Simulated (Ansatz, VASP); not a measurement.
Two plane-wave programs on GaSb3

The input INCAR:

```
ALGO = Normal ; EDIFF = 1E-7
ENCUT = 520 ; GGA = PE
ISIF = 2 ; ISMEAR = 0
LASPH = True ; LCHARG = False
LREAL = False ; LWAVE = False
NBANDS = 38 ; NELM = 60
PREC = Accurate ; SIGMA = 0.1
```

The input KPOINTS:

```
k-points
0
Gamma
  12 12 2
```

File POSCAR:

```
GaSb3
1.0
    4.3972610889      0.0000000000      0.0000000000
   -2.1986305445      3.8081398100      0.0000000000
    0.0000000000      0.0000000000     14.8155864674
Ga Sb
2 6
Direct
    0.3333333333      0.6666666667      0.0649147232
    0.6666666667      0.3333333333      0.3075489180
    0.0000000000      0.0000000000      0.9996706412
    0.3333333333      0.6666666667      0.2491145935
    0.6666666667      0.3333333333      0.4926501904
    0.0000000000      0.0000000000      0.5927607346
    0.3333333333      0.6666666667      0.7403432059
    0.6666666667      0.3333333333      0.8439969930
```

Input for Ansatz:

```yaml
crystal:
  lattice:
    - [4.3972610889, 0.0, 0.0]
    - [-2.1986305445, 3.80813981, 0.0]
    - [0.0, 0.0, 14.8155864674]
  atoms:
    - { symbol: Ga, position: [0.3333333333, 0.6666666667, 0.0649147232] }
    - { symbol: Ga, position: [0.6666666667, 0.3333333333, 0.307548918] }
    - { symbol: Sb, position: [0.0, 0.0, 0.9996706412] }
    - { symbol: Sb, position: [0.3333333333, 0.6666666667, 0.2491145935] }
    - { symbol: Sb, position: [0.6666666667, 0.3333333333, 0.4926501904] }
    - { symbol: Sb, position: [0.0, 0.0, 0.5927607346] }
    - { symbol: Sb, position: [0.3333333333, 0.6666666667, 0.7403432059] }
    - { symbol: Sb, position: [0.6666666667, 0.3333333333, 0.843996993] }
basis:
  ecutwfc: 420
kpoints:
  mp_grid: { grid: [12, 12, 2] }
  band_path:
    path:
      - [[0.0, 0.0, 0.0], [0.5, 0.0, 0.0], [0.33333333, 0.33333333, 0.0], [0.0, 0.0, 0.0], [0.0, 0.0, 0.5], [0.5, 0.0, 0.5], [0.33333333, 0.33333333, 0.5], [0.0, 0.0, 0.5]]
      - [[0.5, 0.0, 0.5], [0.5, 0.0, 0.0]]
      - [[0.33333333, 0.33333333, 0.5], [0.33333333, 0.33333333, 0.0]]
    npoints: 14
hamiltonian:
  xc: pbe
scf:
  occupations: { method: gaussian, width: 0.1 }
  n_extra_bands: 20
output:
  forces: true
  stress: true
  eigenvalues: true
  populations: true
  dos: { projected: true, de: 0.02, nscf_kmesh: { grid: [15, 15, 3] } }
  bader: true
  write_density: true
  write_potential: true
  elf: true
  volumetric_format: npy
```

Alike in both runs: task single point; functional PBE; k mesh 12 × 12 × 2; occupations gaussian, width 0.1 eV; no spin polarisation.

|  | VASP | Ansatz |
| --- | --- | --- |
| version | VASP 6.6.1 | Ansatz 0.2.0 |
| potentials or method | VASP PAW PBE potentials, release 64 (Ga_d, Sb), cutoff 520 eV | scalar-relativistic, plane waves, PAW |
| valence electrons in the cell | 56 | 116 |

```csv
,VASP,Ansatz,Ansatz less VASP
gap on the k mesh at the Fermi level (eV),none,none,-
pressure (GPa),0.1,0.0,-0.05
rms of the force components (eV/Å),0.012,0.002,-0.0102
```

Atom by atom the forces differ by 0.011 eV/Å (rms over components). A gap of «none» marks a metal or a gap that the smearing closes. With one functional, cell and mesh, what is left measures potentials, basis and numerics. VASP's potentials hold 56 valence electrons a cell and Ansatz's 116, so a difference there can come from the potentials and not from the codes.

Spin-orbit coupling is off throughout.
